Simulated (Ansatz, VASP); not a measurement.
## One calculation of In3As, two programs

Contents of INCAR:

```
SYSTEM = In3As
  ALGO = Normal
  EDIFF = 1E-6
  ENCUT = 520
  GGA = PE
  ISIF = 2
  ISMEAR = -1
  LASPH = .TRUE.
  LCHARG = .FALSE.
  LREAL = .FALSE.
  LWAVE = .FALSE.
  NBANDS = 30
  NELM = 80
  PREC = Accurate
  SIGMA = 0.05
```

The input KPOINTS:

```
k-points
0
G
  5 5 5
  0 0 0
```

The input POSCAR:

```
In3As
1.0
    4.8585482400      0.0000000000      0.0000000000
    0.0000000000      4.8585482400      0.0000000000
    0.0000000000      0.0000000000      4.6716810000
In As
3 1
Direct
    0.5000000000      0.5000000000      0.0000000000
    0.5000000000      0.0000000000      0.5000000000
    0.0000000000      0.5000000000      0.5000000000
    0.0000000000      0.0000000000      0.0000000000
```

The input input.yaml:

```yaml
crystal:
  lattice:
    - [4.85854824, 0.0, 0.0]
    - [0.0, 4.85854824, 0.0]
    - [0.0, 0.0, 4.671681]
  atoms:
    - { symbol: In, position: [0.5, 0.5, 0.0] }
    - { symbol: In, position: [0.5, 0.0, 0.5] }
    - { symbol: In, position: [0.0, 0.5, 0.5] }
    - { symbol: As, position: [0.0, 0.0, 0.0] }
hamiltonian:
  xc: pbe
  pseudopotentials: { kind: paw }
kpoints:
  mp_grid: { grid: [5, 5, 5] }
  band_path:
    path:
      - [[0.0, 0.0, 0.0], [0.0, 0.5, 0.0], [0.5, 0.5, 0.0], [0.0, 0.0, 0.0], [0.0, 0.0, 0.5], [0.0, 0.5, 0.5], [0.5, 0.5, 0.5], [0.0, 0.0, 0.5]]
      - [[0.0, 0.5, 0.0], [0.0, 0.5, 0.5]]
      - [[0.5, 0.5, 0.0], [0.5, 0.5, 0.5]]
    npoints: 14
scf:
  occupations: { method: fermi_dirac, width: 0.05 }
  n_extra_bands: 10
output:
  forces: true
  stress: true
  eigenvalues: true
  fatbands: false
  write_density: true
  write_potential: true
  elf: true
  volumetric_format: npy
```

Alike in both runs: functional PBE; k mesh 5 × 5 × 5; occupations fermi-dirac, width 0.05 eV; no spin polarisation.

```csv
,VASP,Ansatz
version,VASP 6.6.1,Ansatz 0.2.0
potentials or method,"VASP PAW PBE potentials, release 64 (In_d, As)",Ansatz PAW
plane-wave cutoff (eV),520,420
valence electrons in the cell,44,54
task,single point,band structure
```

VASP gave:

| Item | Value |
| --- | --- |
| gap on the k mesh at the Fermi level (eV) | none |
| pressure (GPa) | -2.0 |
| traceless stress, the component that is largest in VASP (GPa) | -0.12 |

Task: Estimate Ansatz's values.

Result: gap on the k mesh at the Fermi level (eV): none; pressure (GPa): -2.0; traceless stress, the component that is largest in VASP (GPa): -0.13.

A gap of «none» marks a metal or a gap that the smearing closes. VASP's potentials hold 44 valence electrons a cell and Ansatz's 54, so a difference there can come from the potentials and not from the codes.
